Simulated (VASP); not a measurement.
Here is a VASP 6.6.1 calculation.

INCAR

```
PREC = Accurate
ENCUT = 600
EDIFF = 1E-6
ISMEAR = -1
SIGMA = 0.05
LREAL = False
LASPH = True
NELM = 100
ALGO = Normal
ISIF = 3
LWAVE = False
LCHARG = False
GGA = PE
IBRION = 2
NSW = 60
EDIFFG = -0.005
PSTRESS = 230.0
```

KPOINTS

```
Automatic mesh
0
Gamma
  15 15 15
```

File POSCAR:

```
Yb
1.0
   -1.7463366086      1.7463366086      1.7463366086
    1.7463366086     -1.7463366086      1.7463366086
    1.7463366086      1.7463366086     -1.7463366086
Yb
1
Direct
    0.0000000000      0.0000000000      0.0000000000
```

Potentials or basis: VASP PAW PBE potentials, release 64 (Yb).

Run with:

```console
$ cat potpaw_PBE.64/Yb/POTCAR > POTCAR
$ mpirun -np 1 vasp_std > vasp.out
```

Predict the band gap on the k mesh.

zero (bands 12 and 13 overlap by 1.01 eV).

Predict the relaxed cell.

a = 3.042 Å, b = 3.042 Å, c = 3.042 Å, α = 109.47°, β = 109.47°, γ = 109.47°.

Estimate the space group after relaxing (to 0.1 Å).

Im-3m (No. 229).

Final structure:
```
Yb
1.0
    -1.75610    1.75610    1.75610
     1.75610   -1.75610    1.75610
     1.75610    1.75610   -1.75610
Yb
1
Direct
  0.00000 0.00000 0.00000
```

Caveat: the cell is relaxed towards a set pressure, so the run minimises the enthalpy, not the energy; spin-orbit coupling is left out, which moves the levels of the heavy elements. Spin polarisation is off, so any magnetic state and its effect on volume and gap are missing.
